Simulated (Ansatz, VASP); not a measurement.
## One calculation of ZnSe, two programs

```
Zn Se
1.0
     0.00000   -2.83380   -2.83380
     0.00000    2.83380   -2.83380
     5.66760    0.00000    0.00000
Zn Se
2 2
Direct
  0.50000 0.50000 0.45368
  0.00000 0.00000 0.04632
  0.00000 0.50000 0.25000
  0.50000 0.00000 0.75000
```

Change from the starting cell: mode 7 (199.6 1/cm) frozen in, largest displacement +0.263 Å.

Alike in both runs: task single point; functional r2SCAN; k mesh 8 × 8 × 6; occupations gaussian, width 0.05 eV; no spin polarisation.

```csv
,VASP,Ansatz
version,VASP 6.6.1,Ansatz 0.2.0
potentials or method,"VASP PAW PBE potentials, release 64 (Zn, Se), cutoff 520 eV","scalar-relativistic, plane waves, PAW"
valence electrons in the cell,36,56
```

```csv
,VASP,Ansatz,Ansatz less VASP
gap on the k mesh at the Fermi level (eV),1.33,1.33,+0.007
least direct gap on the mesh (eV),1.33,1.33,+0.007
pressure (GPa),1.9,1.7,-0.16
"traceless stress, the component that is largest in VASP (GPa)",-2.58,-2.57,+0.013
rms of the force components (eV/Å),1.011,1.000,-0.0109
```

VASP's potentials were made for PBE, not for r2SCAN. Atom by atom the forces differ by 0.011 eV/Å (rms over components). The functional is the same, so the differences come from potentials, cutoffs and numerics. VASP's potentials hold 36 valence electrons a cell and Ansatz's 56, so a difference there can come from the potentials and not from the codes.
